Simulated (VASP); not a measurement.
Set up this calculation in VASP 6.6.1, as the native input.

| Property | Result |
| --- | --- |
| Task | single point |
| Functional | PBE |
| Potentials or basis | VASP PAW PBE potentials, release 64 (Si, C) |
| Cutoff | 520 eV |
| k mesh | 10 × 10 × 2 |
| Occupations | gaussian, width 0.011 eV |
| Spin | no spin polarisation |
| Dipole correction | no |
| Further INCAR settings | ALGO = Normal; EDIFF = 1e-07; NBANDS = 36 |

The structure of SiC lies in POSCAR:

```
SiC
1.0
    3.0950000000      0.0000000000      0.0000000000
   -1.5475000000      2.6803486247      0.0000000000
    0.0000000000      0.0000000000     15.1700000000
Si C
6 6
Direct
    0.6666666667      0.3333333333      0.4583000000
    0.3333333333      0.6666666667      0.9583000000
    0.6666666667      0.3333333333      0.7917000000
    0.3333333333      0.6666666667      0.2917000000
    0.0000000000      0.0000000000      0.6250000000
    0.0000000000      0.0000000000      0.1250000000
    0.6666666667      0.3333333333      0.3333000000
    0.3333333333      0.6666666667      0.8333000000
    0.6666666667      0.3333333333      0.6667000000
    0.3333333333      0.6666666667      0.1667000000
    0.0000000000      0.0000000000      0.5000000000
    0.0000000000      0.0000000000      0.0000000000
```

These files were run (other wordings do the same):

INCAR

```
SYSTEM = SiC
PREC = Accurate
ENCUT = 520
EDIFF = 1E-7
ISMEAR = 0
SIGMA = 0.011
LREAL = .FALSE.
LASPH = .TRUE.
NELM = 80
ALGO = Normal
ISIF = 2
LWAVE = .FALSE.
LCHARG = .FALSE.
GGA = PE
NBANDS = 36
```

KPOINTS

```
regular mesh
0
G
  10 10 2
  0 0 0
```

Potentials or basis: VASP PAW PBE potentials, release 64 (Si, C).

The run is started by

```console
$ cat potpaw_PBE.64/Si/POTCAR potpaw_PBE.64/C/POTCAR > POTCAR
$ mpirun -np 1 vasp_std > vasp.out
```

Results of the run:

| Quantity | Value |
| --- | --- |
| Pressure | 0.2 GPa |
| Largest force | 0.142 eV/Å |
| Band gap on the k mesh | 2.02 eV (least direct gap 3.12 eV) |

Wall time 110 s on 1 thread of AMD EPYC 9R14 (Zen 4) (shared host), peak memory 0.25 GiB.
